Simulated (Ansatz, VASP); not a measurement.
One calculation of GaSb, two programs

The input INCAR:

```
  PREC = Accurate
  ENCUT = 600
  EDIFF = 1E-7
  ISMEAR = -1
  SIGMA = 0.08
  LREAL = F
  LASPH = T
  NELM = 60
  ALGO = Normal
  ISIF = 3
  LWAVE = F
  LCHARG = F
  GGA = PE
  IBRION = 2
  NSW = 60
  EDIFFG = -0.005
```

KPOINTS

```
regular mesh
0
Gamma
  13 13 13
```

The input POSCAR:

```
GaSb
1.0
    0.0000000000      2.7216090333      2.7216090333
    2.7216090333      0.0000000000      2.7216090333
    2.7216090333      2.7216090333      0.0000000000
Ga Sb
1 1
Direct
    0.0000000000      0.0000000000      0.0000000000
    0.5000000000      0.5000000000      0.5000000000
```

Input for Ansatz:

```yaml
crystal:
  lattice:
    - [0.0, 2.7216090333, 2.7216090333]
    - [2.7216090333, 0.0, 2.7216090333]
    - [2.7216090333, 2.7216090333, 0.0]
  atoms:
    - { symbol: Ga, position: [0.0, 0.0, 0.0] }
    - { symbol: Sb, position: [0.5, 0.5, 0.5] }
kpoints:
  mp_grid: { grid: [13, 13, 13] }
scf:
  occupations: { method: fermi_dirac, width: 0.08 }
hamiltonian:
  xc: pbe
  pseudopotentials: { kind: paw }
output:
  forces: true
  stress: true
relax:
  f_tol: 0.005
  max_steps: 40
  cell: {}
```

Alike in both runs: task relaxation of cell and atoms; functional PBE; k mesh 13 × 13 × 13; occupations fermi-dirac, width 0.08 eV; no spin polarisation.

|  | VASP | Ansatz |
| --- | --- | --- |
| version | VASP 6.6.1 | Ansatz 0.2.0 |
| potentials or method | VASP PAW PBE potentials, release 64 (Ga_d, Sb) | PAW with Ansatz's default frozen-core files, scalar-relativistic |
| plane-wave cutoff (eV) | 600 | 420 |
| valence electrons in the cell | 18 | 28 |

Ansatz gave:

```
relaxed volume (Å³/atom)                                     : 24.37
relaxed cell length with the largest relative difference (Å) : 4.100
```

**Question.** What did VASP give for the same quantities?

**Answer.** Relaxed volume (Å³/atom): 24.39; relaxed cell length with the largest relative difference (Å): 4.101.

VASP's potentials hold 18 valence electrons a cell and Ansatz's 28, so a difference there can come from the potentials and not from the codes.

Spin-orbit coupling is off throughout. Noted on VASP's run: the volume moved by over 15 % at a fixed basis, so the end points are rough.
